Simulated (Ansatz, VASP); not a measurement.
BN: VASP beside Ansatz

```
B N
1.0
     4.45590    0.00000    0.00000
     0.00000    4.45590    0.00000
     0.00000    0.00000    2.31980
B N
4 4
Cartesian
  0.7766 3.6793 1.1599
  1.4514 1.4514 0.0000
  3.0045 3.0045 0.0000
  3.6793 0.7766 1.1599
  3.6209 3.6209 1.1599
  1.3930 3.0629 0.0000
  3.0629 1.3930 0.0000
  0.8350 0.8350 1.1599
```

Alike in both runs: task single point; functional PBE; k mesh 6 × 6 × 10; occupations gaussian, width 0.05 eV; no spin polarisation.

|  | VASP | Ansatz |
| --- | --- | --- |
| version | VASP 6.6.1 | Ansatz 0.2.0 |
| potentials or method | VASP PAW PBE potentials, release 64 (B, N), cutoff 520 eV | scalar-relativistic, plane waves, PAW |
| valence electrons in the cell | 32 | 32 |

Ansatz gave:

* gap on the k mesh at the Fermi level (eV): 4.44
* least direct gap on the mesh (eV): 5.94
* rms of the force components (eV/Å): 0.527

Task: What did VASP give for the same quantities?

Result: gap on the k mesh at the Fermi level (eV): 4.43; least direct gap on the mesh (eV): 5.93; rms of the force components (eV/Å): 0.541.

Atom by atom the forces differ by 0.015 eV/Å (rms over components). With one functional, cell and mesh, what is left measures potentials, basis and numerics.
